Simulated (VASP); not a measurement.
Here is a VASP 6.6.1 calculation.

The input INCAR:

```
SYSTEM = ZnSb2C
PREC = Accurate ; ENCUT = 520
EDIFF = 1E-6 ; ISMEAR = -1
SIGMA = 0.02 ; LREAL = .False.
LASPH = .True. ; NELM = 60
ALGO = Normal ; ISIF = 2
LWAVE = .False. ; LCHARG = .False.
GGA = PE ; NBANDS = 36
```

File KPOINTS:

```
regular mesh
0
Gamma
  6 6 2
  0 0 0
```

POSCAR

```
ZnSb2C
1.0
    3.9446504943      0.0000000000      0.0000000000
    0.0000000000      3.9446504943      0.0000000000
    0.0000000000      0.0000000000     11.9190971296
Zn Sb C
2 4 2
Direct
    0.5000000000      0.0000000000      0.8547331895
    0.0000000000      0.5000000000      0.1452668105
    0.5000000000      0.5000000000      0.0000000000
    0.0000000000      0.0000000000      0.2974351206
    0.5000000000      0.5000000000      0.5000000000
    0.0000000000      0.0000000000      0.7025648794
    0.5000000000      0.0000000000      0.4011644414
    0.0000000000      0.5000000000      0.5988355586
```

Potentials or basis: VASP PAW PBE potentials, release 64 (Zn, Sb, C).

Command:

```console
$ cat potpaw_PBE.64/Zn/POTCAR potpaw_PBE.64/Sb/POTCAR potpaw_PBE.64/C/POTCAR > POTCAR
$ mpirun -np 1 vasp_std > vasp.out
```

Q: Predict the pressure.

A: -1.7 GPa.

Q: What does it give for the largest force?

A: 0.058 eV/Å.

Q: What does it give for the band gap on the k mesh?

A: Zero (band 26 reaches 5.36 eV, above the bottom of band 27 at 5.13 eV).

Stress tensor (GPa, compression positive):
```
-1.78  0.00  0.00
 0.00 -1.78  0.00
 0.00  0.00 -1.62
```

Caveat: spin-orbit coupling is left out, which moves the levels of the heavy elements.
